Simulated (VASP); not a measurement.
Crystal: Sm.

```
CELL_PARAMETERS angstrom
3.64400 0.00000 0.00000
-1.82200 3.15580 0.00000
0.00000 0.00000 5.87600
ATOMIC_POSITIONS crystal
Sm 0.66667 0.33333 0.75000
Sm 0.33333 0.66667 0.25000
```

Base run:

- Program: VASP 6.6.1
- Functional: PBEsol
- Potentials or basis: VASP PAW PBE potentials, release 64 (Sm)
- Cutoff: 520 eV
- k mesh: 8 × 8 × 5
- Occupations: fermi-dirac, width 0.05 eV
- Spin: collinear spin, ferromagnetic start
- Starting moments: [5.0, 5.0] μB

Its results: pressure 0.3 GPa; net moment 12.95 μB per cell; site moments Sm +5.69 μB.

Question: The run is repeated on the same cell with these changes: functional from PBEsol to PBE; further incar settings from ALGO = Normal; EDIFF = 1e-06; NBANDS = 27 to ALGO = Normal; EDIFF = 1e-07; NBANDS = 27. What comes out?

Answer: Pressure 2.6 GPa; net moment 12.97 μB per cell; site moments Sm +5.68 μB.

Caveats: the magnetic or orbital state may not be the lowest; the PAW data sets were made with another functional, which shifts forces and pressure a little (some runs).
